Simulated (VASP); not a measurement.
Write the native input for VASP 6.6.1 that does the following.

```yaml
Task: relaxation of cell and atoms
Functional: PBE
Potentials_or_basis: VASP PAW PBE potentials, release 64 (W_sv, N)
Cutoff: 600 eV
k_mesh: 10 × 10 × 10
Occupations: gaussian, width 0.1 eV
Spin: no spin polarisation
Dipole_correction: no
Further_INCAR_settings: ALGO = Normal; EDIFF = 1e-06; IBRION = 2; EDIFFG = -0.02; NSW = 70; ISIF = 3
```

The structure of W3N4 lies in POSCAR:

```
W3N4
1.0
    4.2204907000      0.0000000000      0.0000000000
    0.0000000000      4.2204907000      0.0000000000
    0.0000000000      0.0000000000      4.2204907000
W N
3 4
Direct
    0.5000000000      0.5000000000      0.0000000000
    0.0000000000      0.5000000000      0.5000000000
    0.5000000000      0.0000000000      0.5000000000
    0.5000000000      0.5000000000      0.5000000000
    0.5000000000      0.0000000000      0.0000000000
    0.0000000000      0.5000000000      0.0000000000
    0.0000000000      0.0000000000      0.5000000000
```

One way to write it, as run:

INCAR

```
SYSTEM = W3N4
  PREC = Accurate
  ENCUT = 600
  EDIFF = 1E-6
  ISMEAR = 0
  SIGMA = 0.1
  LREAL = .FALSE.
  LASPH = .TRUE.
  NELM = 100
  ALGO = Normal
  ISIF = 3
  LWAVE = .FALSE.
  LCHARG = .FALSE.
  GGA = PE
  IBRION = 2
  NSW = 70
  EDIFFG = -0.02
```

KPOINTS

```
regular mesh
0
G
  10 10 10
  0 0 0
```

Potentials or basis: VASP PAW PBE potentials, release 64 (W_sv, N).

Command:

```sh
$ cat potpaw_PBE.64/W_sv/POTCAR potpaw_PBE.64/N/POTCAR > POTCAR
$ mpirun -np 1 vasp_std > vasp.out
```

It gave:

The pressure after relaxing is -0.1 GPa and the band gap on the k mesh is zero (bands 31 and 32 overlap by 2.37 eV).

Caveat: the relaxation stopped at its first step, so nothing moved; spin-orbit coupling is left out, which moves the levels of the heavy elements.

Run time: 93 s on 1 thread of Intel(R) Xeon(R) 6975P-C (Granite Rapids) (shared host), peak memory 0.29 GiB.
